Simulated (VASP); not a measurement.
Write the native input for VASP 6.6.1 that does the following.

```yaml
Task: single point
Functional: PBE
Potentials_or_basis: VASP PAW PBE potentials, release 64 (Si, O)
Cutoff: 520 eV
k_mesh: 6 × 6 × 10
Occupations: gaussian, width 0.05 eV
Spin: no spin polarisation
Dipole_correction: no
Further_INCAR_settings: ALGO = Normal; EDIFF = 1e-06; NBANDS = 25
```

The structure of SiO2 lies in POSCAR:

```
SiO2
1.0
    4.4789141225      0.0000000000      0.0000000000
    0.0000000000      4.4789141225      0.0000000000
    0.0000000000      0.0000000000      2.5982180824
Si O
2 4
Direct
    0.5000000000      0.5000000000      0.5000000000
    0.0000000000      0.0000000000      0.0000000000
    0.6930127928      0.6930127928      0.0000000000
    0.1930127928      0.8069872072      0.5000000000
    0.3069872072      0.3069872072      0.0000000000
    0.8069872072      0.1930127928      0.5000000000
```

This cell differs from its parent crystal: volume 8.687 Å^3 an atom, c/a of the conventional cell 0.5801.

One way to write it, as run:

INCAR

```
SYSTEM = SiO2
ALGO = Normal
EDIFF = 1E-6
ENCUT = 520
GGA = PE
ISIF = 2
ISMEAR = 0
LASPH = .TRUE.
LCHARG = .FALSE.
LREAL = .FALSE.
LWAVE = .FALSE.
NBANDS = 25
NELM = 60
PREC = Accurate
SIGMA = 0.05
```

KPOINTS

```
k-points
0
G
  6 6 10
  0 0 0
```

Potentials or basis: VASP PAW PBE potentials, release 64 (Si, O).

Launch:

```console
$ cat potpaw_PBE.64/Si/POTCAR potpaw_PBE.64/O/POTCAR > POTCAR
$ mpirun -np 1 vasp_std > vasp.out
```

Results of the run:

```yaml
Pressure: -14.0 GPa
Largest_force: 1.345 eV/Å
Band_gap_on_the_k_mesh: 4.03 eV, direct
```

Caveat: forces of over 1 eV/Å act on the atoms, so gaps and moduli don't describe the material at rest.

Run time: 31 s on 1 thread of AMD EPYC 9R45 96-Core Processor (Zen 5), on a shared host, peak memory 0.17 GiB.
